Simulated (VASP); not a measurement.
Set up this calculation in VASP 6.6.1, as the native input.

| Item | Value |
| --- | --- |
| Task | single point |
| Functional | PBE |
| Dispersion | D3(BJ) |
| Potentials or basis | VASP PAW PBE potentials, release 64 (Ti_sv, H) |
| Cutoff | 520 eV |
| k mesh | 6 × 6 × 1 |
| Occupations | gaussian, width 0.1 eV |
| Spin | no spin polarisation |
| Dipole correction | yes |
| Further INCAR settings | LREAL = Auto; ALGO = Normal; EDIFF = 1e-06; NBANDS = 110 |

The structure of Ti16H lies in POSCAR:

```
Ti16H
1.0
    5.7102790052      0.0000000000      0.0000000000
   -2.8551395026      4.9452466812      0.0000000000
    0.0000000000      0.0000000000     25.9936349258
Ti H
16 1
Direct
    0.3333333333      0.1666666667      0.3270031307
    0.3333333333      0.6666666667      0.3270031307
    0.8333333333      0.1666666667      0.3270031307
    0.8333333333      0.6666666667      0.3270031307
    0.6666666667      0.3333333333      0.4166870726
    0.6666666667      0.8333333333      0.4166870726
    0.1666666667      0.3333333333      0.4166870726
    0.1666666667      0.8333333333      0.4166870726
   -0.0034571560      0.4982714220      0.5083365485
    0.0000000000      0.0000000000      0.5075006448
    0.5017285780      0.4982714220      0.5083365485
    0.5017285780      0.0034571560      0.5083365485
    0.3333333333      0.6666666667      0.5919831194
    0.3245482238      0.1622741119      0.5950703294
    0.8377258881      0.6754517762      0.5950703294
    0.8377258881      0.1622741119      0.5950703294
    0.0000000000      0.0000000000      0.6380742770
```

The input as run:

INCAR

```
PREC = Accurate
ENCUT = 520
EDIFF = 1E-6
ISMEAR = 0
SIGMA = 0.1
LREAL = Auto
LASPH = T
NELM = 60
ALGO = Normal
ISIF = 2
LWAVE = F
LCHARG = F
LDIPOL = T
IDIPOL = 3
DIPOL = 0.5 0.5 0.472
GGA = PE
IVDW = 12
NBANDS = 110
```

KPOINTS

```
regular mesh
0
Gamma
  6 6 1
```

Potentials or basis: VASP PAW PBE potentials, release 64 (Ti_sv, H).

Launch:

```sh
$ cat potpaw_PBE.64/Ti_sv/POTCAR potpaw_PBE.64/H/POTCAR > POTCAR
$ mpirun -np 1 vasp_std > vasp.out
```

Results of the run:

The largest force is 0.398 eV/Å and the dispersion energy per atom is -0.452 eV.

It took 43 min on 1 thread of Intel(R) Xeon(R) Platinum 8259CL CPU @ 2.50GHz (Skylake/Cascade Lake) (shared host), peak memory 0.88 GiB.
